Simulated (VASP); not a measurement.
# Pt3Cl in VASP: a series of runs, part 2 of 2

VASP 6.6.1.

## 3. Single point, PBE

The input, INCAR:

```
PREC = Accurate ; ENCUT = 400
EDIFF = 1E-6 ; ISMEAR = 0
SIGMA = 0.1 ; LREAL = False
LASPH = True ; NELM = 120
ALGO = Normal ; ISIF = 2
LWAVE = False ; LCHARG = True
LDIPOL = True ; IDIPOL = 3
DIPOL = 0.5 0.5 0.358 ; GGA = PE
LELF = True ; LVHAR = True
LVACPOTAV = True ; NBANDS = 26
GGA_COMPAT = False ; NELMDL = -8
```

The input, KPOINTS:

```
Automatic mesh
0
Gamma
  9 9 1
```

The input, POSCAR:

```
Pt3Cl
1.0
    2.8071640675      0.0000000000      0.0000000000
    0.0000000000      2.8071640675      0.0000000000
    0.0000000000      0.0000000000     19.3513901305
Pt Cl
3 1
Direct
    0.5000000000      0.5000000000      0.2067034964
    0.0000000000      0.0000000000      0.3062505503
    0.5000000000      0.5000000000      0.4069497430
    1.0000000000      1.0000000000      0.5102823525
```

Potentials or basis: VASP PAW PBE potentials, release 64 (Pt, Cl).

Launch:

```sh
$ cat potpaw_PBE.64/Pt/POTCAR potpaw_PBE.64/Cl/POTCAR > POTCAR
$ mpirun -np 1 vasp_std > vasp.out
```

OUTCAR:

```text
PREC = Accurate
   ENCUT = 400
   EDIFF = 1E-6
   ISMEAR = 0
   LREAL = False
   LASPH = True
   NELM = 120
   ISIF = 2
   GGA = PE
   NELMDL = -8

 ion  position               nearest neighbor table
   1  0.500  0.500  0.207-   2 2.77   2 2.77   2 2.77   2 2.77
   2  0.000  0.000  0.306-   1 2.77   1 2.77   1 2.77   1 2.77   3 2.78   3 2.78   3 2.78   3 2.78

   3  0.500  0.500  0.407-   2 2.78   2 2.78   2 2.78   2 2.78   4 2.82   4 2.82   4 2.82   4 2.82

   4  0.000  0.000  0.510-   3 2.82   3 2.82   3 2.82   3 2.82

  LATTYP: Found a simple tetragonal cell.
 ALAT       =     2.8071640675
 C/A-ratio  =     6.8935728961

  Lattice vectors:

 A1 = (   2.8071640675,   0.0000000000,   0.0000000000)
 A2 = (   0.0000000000,   2.8071640675,   0.0000000000)
 A3 = (   0.0000000000,   0.0000000000,  19.3513901305)

Analysis of symmetry for initial positions (statically):
=====================================================================
 Subroutine PRICEL returns:
 Original cell was already a primitive cell.

 Routine SETGRP: Setting up the symmetry group for a
 simple tetragonal supercell.

 Subroutine GETGRP returns: Found  8 space group operations
 (whereof  8 operations were pure point group operations)
 out of a pool of 16 trial point group operations.

The static configuration has the point symmetry C_4v.

Analysis of symmetry for dynamics (positions and initial velocities):
=====================================================================
 Subroutine PRICEL returns:
 Original cell was already a primitive cell.

 Routine SETGRP: Setting up the symmetry group for a
 simple tetragonal supercell.

 Subroutine GETGRP returns: Found  8 space group operations
 (whereof  8 operations were pure point group operations)
 out of a pool of 16 trial point group operations.

The dynamic configuration has the point symmetry C_4v.

 Subroutine INISYM returns: Found  8 space group operations
 (whereof  8 operations are pure point group operations),
 and found     1 'primitive' translations

[... 113 lines left out ...]
   GGA     = PE    functional components
   LHFCALC =     F    Hartree Fock is set to
   AEXX    =    0.0000 exact exchange contribution
   IVDW    =     0    specifies the selected vdW correction
   LEPSILON=     F    determine dielectric tensor
   LRPA    =     F    only Hartree local field effects (RPA)
 non-spin polarized calculation
 Gauss-broadening in eV      SIGMA  =   0.10
  energy-cutoff  :      400.00
  volume of cell :      152.49
 maximum number of plane-waves:      2819
   NGX =  9   NGY =  9   NGZ = 63

 dipolmoment           0.000000      0.000000     -0.150939 electrons x Angstroem

 number of electron      37.0000001 magnetization

 dipolmoment           0.000000      0.000000      0.019862 electrons x Angstroem

 Free energy of the ion-electron system (eV)
  ---------------------------------------------------
  ext. energy  EPLUGINS =         0.00000000
  ---------------------------------------------------
  free energy    TOTEN  =       -18.24760950 eV

  energy without entropy =      -18.20669017  energy(sigma->0) =      -18.22714983

 E-fermi :   0.4036     XC(G=0):  -6.0605

 val. band max:        0.4034253102   @ k =   0.1111   0.0000   0.0000
 cond. band min:       0.4424831843   @ k =   0.4444   0.4444   0.0000
 fundamental gap:      0.0390578741
 Fermi energy:         0.4035650904

 k-point     1 :       0.0000    0.0000    0.0000
  band No.  band energies     occupation
      1     -15.8974      2.00000
      2      -8.4763      2.00000
      3      -6.4908      2.00000
      4      -5.7879      2.00000
      5      -5.5084      2.00000
      6      -4.3103      2.00000
[... 424 lines left out ...]
     25       8.0418      0.00000
     26       9.2474      0.00000

------------------------ aborting loop because EDIFF is reached ----------------------------------------

  FORCE on cell =-STRESS in cart. coord.  units (eV):
  Direction    XX          YY          ZZ          XY          YZ          ZX
  --------------------------------------------------------------------------------------
  -------------------------------------------------------------------------------------
  Total        0.6145034      0.6145034     -0.3140336      0.0000000      0.0000000      0.0000000
  in kB        6.4563510      6.4563510     -3.2994297      0.0000000      0.0000000      0.0000000
  external PRESSURE =       3.2044241 kB  Pullay stress =       0.0000000 kB

 VOLUME and BASIS-vectors are now :
 -----------------------------------------------------------------------------
  energy-cutoff  :      400.00
  volume of cell :      152.49
      direct lattice vectors                 reciprocal lattice vectors
     2.807164068  0.000000000  0.000000000     0.356231405  0.000000000  0.000000000
     0.000000000  2.807164068  0.000000000     0.000000000  0.356231405  0.000000000
     0.000000000  0.000000000 19.351390131     0.000000000  0.000000000  0.051675874

 POSITION                                       TOTAL-FORCE (eV/Angst)
 -----------------------------------------------------------------------------------
      1.40358      1.40358      4.00000        -0.000000     -0.000000      0.113519
      0.00000      0.00000      5.92637         0.000000      0.000000     -0.108518
      1.40358      1.40358      7.87504        -0.000000      0.000000      0.012322
      0.00000      0.00000      9.87467        -0.000000      0.000000     -0.017323
 -----------------------------------------------------------------------------------
    total drift:                                0.000000      0.000000      0.000052

  FREE ENERGIE OF THE ION-ELECTRON SYSTEM (eV)
  ---------------------------------------------------
  free  energy   TOTEN  =       -18.2476094963 eV

  energy  without entropy=      -18.2066901719  energy(sigma->0) =      -18.22714983

 vacuum level on the upper side and lower side of the slab         6.491         6.036
```

OSZICAR:

```text
N       E                     dE             d eps       ncg     rms          rms(c)
DAV:   1     0.223590654814E+03    0.22359E+03   -0.14054E+04   780   0.969E+02
DAV:   2    -0.556880841745E+01   -0.22916E+03   -0.21568E+03   980   0.228E+02
DAV:   3    -0.195904638793E+02   -0.14022E+02   -0.13720E+02   874   0.572E+01
[... 21 lines left out ...]
DAV:  25    -0.182475931302E+02   -0.16263E-04   -0.18334E-06   662   0.558E-03    0.336E-03
DAV:  26    -0.182476024609E+02   -0.93306E-05   -0.10776E-06   630   0.375E-03    0.155E-03
DAV:  27    -0.182476056693E+02   -0.32084E-05   -0.32985E-07   606   0.253E-03    0.117E-03
DAV:  28    -0.182476085966E+02   -0.29272E-05   -0.12972E-07   574   0.156E-03    0.696E-04
DAV:  29    -0.182476094963E+02   -0.89973E-06   -0.23707E-08   598   0.627E-04
   1 F= -.18247609E+02 E0= -.18227150E+02  d E =-.409193E-01
```

Run time: 42 s. Hardware: 1 thread of AMD EPYC 9R45 (Zen 5), shared host; peak memory 0.17 GiB.

What came out:

```
Free energy            : -18.2476 eV
Largest force          : 0.114 eV/Å
Band gap on the k mesh : zero (an odd number of electrons rules out a gap without spin polarisation)
```

Forces on the atoms (eV/Å):
```
Pt   0.000  0.000  0.114
Pt   0.000  0.000 -0.109
Pt   0.000  0.000  0.012
Cl   0.000  0.000 -0.017
```

Caveat: spin-orbit coupling is left out, which moves the levels of the heavy elements; an odd number of electrons without spin polarisation forces a metal; a magnetic or distorted state may lie lower.
